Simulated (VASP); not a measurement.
Wanted: the native input for a VASP 6.6.1 run.

```
Task                   : relaxation of cell and atoms
Functional             : PBEsol
Potentials or basis    : VASP PAW PBE potentials, release 64 (Nb_sv)
Cutoff                 : 500 eV
k mesh                 : 7 × 7 × 7
Occupations            : gaussian, width 0.05 eV
Spin                   : no spin polarisation
Target pressure        : 5 GPa
Dipole correction      : no
Further INCAR settings : ALGO = Normal; EDIFF = 1e-07; IBRION = 2; EDIFFG = -0.02; NSW = 80; ISIF = 3
```

The structure of Nb lies in POSCAR:

```
Nb
1.0
    0.0000000000      2.0950000000      2.0950000000
    2.0950000000      0.0000000000      2.0950000000
    2.0950000000      2.0950000000      0.0000000000
Nb
1
Direct
    0.0000000000      0.0000000000      0.0000000000
```

This isn't the form of Nb at room conditions, which is bcc.

One way to write it, as run:

INCAR

```
SYSTEM = Nb
ALGO = Normal
EDIFF = 1E-7
EDIFFG = -0.02
ENCUT = 500
GGA = PS
GGA_COMPAT = .FALSE.
IBRION = 2
ISIF = 3
ISMEAR = 0
LASPH = .TRUE.
LCHARG = .FALSE.
LREAL = .FALSE.
LWAVE = .FALSE.
NELM = 120
NELMIN = 4
NSW = 80
PREC = Accurate
PSTRESS = 50.0
SIGMA = 0.05
```

KPOINTS

```
k-points
0
G
  7 7 7
  0 0 0
```

Potentials or basis: VASP PAW PBE potentials, release 64 (Nb_sv).

Launch:

```sh
$ cat potpaw_PBE.64/Nb_sv/POTCAR > POTCAR
$ mpirun -np 1 vasp_std > vasp.out
```

It gave:

```yaml
Relaxed_volume: 17.57 Å³/atom
Relaxed_cell: a = 2.918 Å, b = 2.918 Å, c = 2.918 Å, α = 60.00°, β = 60.00°, γ = 60.00°
Space_group_after_relaxing_to_0.1_Å: Fm-3m (No. 225)
Energy_change_on_relaxing_the_run_minimises_the_enthalpy: +2.8 meV/atom
Ionic_steps: 4
Pressure_after_relaxing: 5.0 GPa
Band_gap_on_the_k_mesh: zero (an odd number of electrons rules out a gap without spin polarisation)
```

Caveat: the k points lie up to 0.38 Å⁻¹ apart in the final cell, too coarse for converged energies and pressures of a metal; the cell is relaxed towards a set pressure, so the run minimises the enthalpy, not the energy; the PAW data sets were made with another functional, which shifts forces and pressure a little.

It took 14 s on 1 thread of Intel(R) Xeon(R) Platinum 8259CL CPU @ 2.50GHz (Skylake/Cascade Lake) (shared host), peak memory 0.14 GiB.
